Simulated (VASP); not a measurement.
# BN (P6_3/mmc) in VASP: further runs, part 2 of 2

VASP 6.6.1. Earlier steps stand in the parts before.

## 4. Single point, PBEsol (volume 9.776 Å^3 an atom, c/a of the conventional cell 2.4903)

Input file INCAR:

```
SYSTEM = BN
ALGO     = Normal         ! electronic algorithm
EDIFF    = 1E-6           ! SCF threshold, eV
ENCUT    = 520            ! plane-wave cutoff, eV
GGA      = PS             ! functional
ISIF     = 2              ! what is computed and relaxed
ISMEAR   = 0              ! smearing method
LASPH    = .True.         ! aspherical terms in the spheres
LCHARG   = .False.        ! write CHGCAR
LREAL    = .False.        ! projectors in reciprocal space
LWAVE    = .False.        ! write WAVECAR
NBANDS   = 16             ! bands
NELM     = 80             ! most SCF steps
PREC     = Accurate       ! precision mode
SIGMA    = 0.05           ! smearing width, eV
```

Input file KPOINTS:

```
k-points
0
Gamma
  12 12 4
  0 0 0
```

Input file POSCAR:

```
BN
1.0
    2.6271182899      0.0000000000      0.0000000000
   -1.3135591450      2.2751511778      0.0000000000
    0.0000000000      0.0000000000      6.5423126774
B N
2 2
Direct
    0.3333333333      0.6666666667      0.2500000000
    0.6666666667      0.3333333333      0.7500000000
    0.3333333333      0.6666666667      0.7500000000
    0.6666666667      0.3333333333      0.2500000000
```

Potentials or basis: VASP PAW PBE potentials, release 64 (B, N).

Command:

```sh
cat potpaw_PBE.64/B/POTCAR potpaw_PBE.64/N/POTCAR > POTCAR
mpirun -np 1 vasp_std > vasp.out
```

OUTCAR:

```text
SYSTEM = BN
   EDIFF = 1E-6
   ENCUT = 520
   GGA = PS
   ISIF = 2
   ISMEAR = 0
   LASPH = .True.
   LREAL = .False.
   NELM = 80
   PREC = Accurate

 ion  position               nearest neighbor table
   1  0.333  0.667  0.250-   4 1.52   4 1.52   4 1.52
   2  0.667  0.333  0.750-   3 1.52   3 1.52   3 1.52
   3  0.333  0.667  0.750-   2 1.52   2 1.52   2 1.52
   4  0.667  0.333  0.250-   1 1.52   1 1.52   1 1.52

  LATTYP: Found a hexagonal cell.
 ALAT       =     2.6271182899
 C/A-ratio  =     2.4903000000
[... 648 lines left out ...]
     15      17.0533      0.00000
     16      18.1361      0.00000

 [... further k-points ...]
[... 5 lines left out ...]
  --------------------------------------------------------------------------------------
  -------------------------------------------------------------------------------------
  Total      -10.2522910    -10.2522910      0.1822213      0.0000000     -0.0000000      0.0000000
  in kB     -420.0590263   -420.0590263      7.4660111      0.0000000     -0.0000000      0.0000000
  external PRESSURE =    -277.5506805 kB  Pullay stress =       0.0000000 kB

 VOLUME and BASIS-vectors are now :
 -----------------------------------------------------------------------------
  energy-cutoff  :      520.00
  volume of cell :       39.10
      direct lattice vectors                 reciprocal lattice vectors
     2.627118290  0.000000000  0.000000000     0.380645213  0.219765616  0.000000000
    -1.313559145  2.275151178  0.000000000     0.000000000  0.439531232  0.000000000
     0.000000000  0.000000000  6.542312677     0.000000000  0.000000000  0.152851147

 POSITION                                       TOTAL-FORCE (eV/Angst)
 -----------------------------------------------------------------------------------
     -0.00000      1.51677      1.63558        -0.000000     -0.000000      0.000000
      1.31356      0.75838      4.90673         0.000000      0.000000      0.000000
     -0.00000      1.51677      4.90673         0.000000     -0.000000      0.000000
      1.31356      0.75838      1.63558        -0.000000      0.000000      0.000000
 -----------------------------------------------------------------------------------
    total drift:                                0.000000     -0.000000      0.000000

  FREE ENERGIE OF THE ION-ELECTRON SYSTEM (eV)
  ---------------------------------------------------
  free  energy   TOTEN  =       -36.0616489295 eV

  energy  without entropy=      -36.0616489295  energy(sigma->0) =      -36.06164893
```

Run time: 43 s. Hardware: 1 thread of Intel Xeon 8259CL, shared host; peak memory 0.16 GiB.

What came out:

* Free energy: -36.0616 eV
* Pressure: -27.8 GPa
* Band gap on the k mesh: 3.87 eV, indirect (least direct gap 4.17 eV)

Caveat: the PAW data sets were made with another functional, which shifts forces and pressure a little; this functional lacks dispersion, which binds the layers, so the pressure and a relaxed spacing across them are unreliable. A k mesh can miss the band edges.

## 5. Single point, PBEsol (volume 9.776 Å^3 an atom, c/a of the conventional cell 3.1694)

Input file INCAR:

```
PREC = Accurate ; ENCUT = 520
EDIFF = 1E-6 ; ISMEAR = 0
SIGMA = 0.05 ; LREAL = False
LASPH = True ; NELM = 100
ALGO = Normal ; ISIF = 2
LWAVE = False ; LCHARG = False
GGA = PS ; NBANDS = 16
```

Input file KPOINTS:

```
regular mesh
0
Gamma
  12 12 4
```

Input file POSCAR:

```
BN
1.0
    2.4242151796      0.0000000000      0.0000000000
   -1.2121075898      2.0994319298      0.0000000000
    0.0000000000      0.0000000000      7.6833075904
B N
2 2
Direct
    0.3333333333      0.6666666667      0.2500000000
    0.6666666667      0.3333333333      0.7500000000
    0.3333333333      0.6666666667      0.7500000000
    0.6666666667      0.3333333333      0.2500000000
```

Command:

```sh
cat potpaw_PBE.64/B/POTCAR potpaw_PBE.64/N/POTCAR > POTCAR
mpirun -np 1 vasp_std > vasp.out
```

Run time: 42 s. Hardware: 1 thread of Intel Xeon 8259CL, shared host; peak memory 0.16 GiB.

It converged, with:

```yaml
Free_energy: -36.2861 eV
Pressure: 23.5 GPa
Band_gap_on_the_k_mesh: 4.39 eV, indirect (least direct gap 4.86 eV)
```

Stress tensor (GPa, compression positive):
```
35.46  0.00  0.00
 0.00 35.46  0.00
 0.00  0.00 -0.45
```

Levels at points of the mesh, in eV from the valence-band top:
| k point | band 6 | band 7 | band 8 | band 9 | band 10 | band 11 |
| --- | --- | --- | --- | --- | --- | --- |
| (0.00, 0.00, 0.00) | -1.19 | -1.18 | -1.18 | 4.39 | 8.50 | 11.96 |
| (0.50, 0.00, 0.00) | -4.26 | -1.22 | -0.82 | 4.58 | 5.30 | 10.28 |
| (0.00, 0.00, 0.50) | -1.18 | -1.18 | -1.18 | 6.05 | 6.05 | 12.38 |
| (0.50, 0.00, 0.50) | -4.27 | -1.02 | -1.02 | 4.87 | 4.87 | 10.75 |

Caveat: the PAW data sets were made with another functional, which shifts forces and pressure a little; this functional lacks dispersion, which binds the layers, so the pressure and a relaxed spacing across them are unreliable.

## 6. The runs side by side

```tsv
cell	gap on the mesh (eV)	pressure (GPa)
a = 2.544, b = 2.544, c = 6.812 Å, angles 90.0, 90.0, 120.0°, 4 atoms	4.13	-10.0
a = 2.586, b = 2.586, c = 6.596 Å, angles 90.0, 90.0, 120.0°, 4 atoms	3.98	-19.5
a = 2.627, b = 2.627, c = 6.542 Å, angles 90.0, 90.0, 120.0°, 4 atoms	3.87	-27.8
a = 2.424, b = 2.424, c = 7.683 Å, angles 90.0, 90.0, 120.0°, 4 atoms	4.39	23.5
```

Alike in all rows: task single point; level PBEsol; potentials or basis VASP PAW PBE potentials, release 64 (B, N); no spin polarisation; k mesh 12 × 12 × 4; cutoff (eV) 520; smearing gaussian 0.05 eV.

Caveats: the PAW data sets were made with another functional, which shifts forces and pressure a little; this functional lacks dispersion, which binds the layers, so the pressure and a relaxed spacing across them are unreliable.

Total energies depend on the potentials used, so only differences within one code and one set of settings carry meaning.
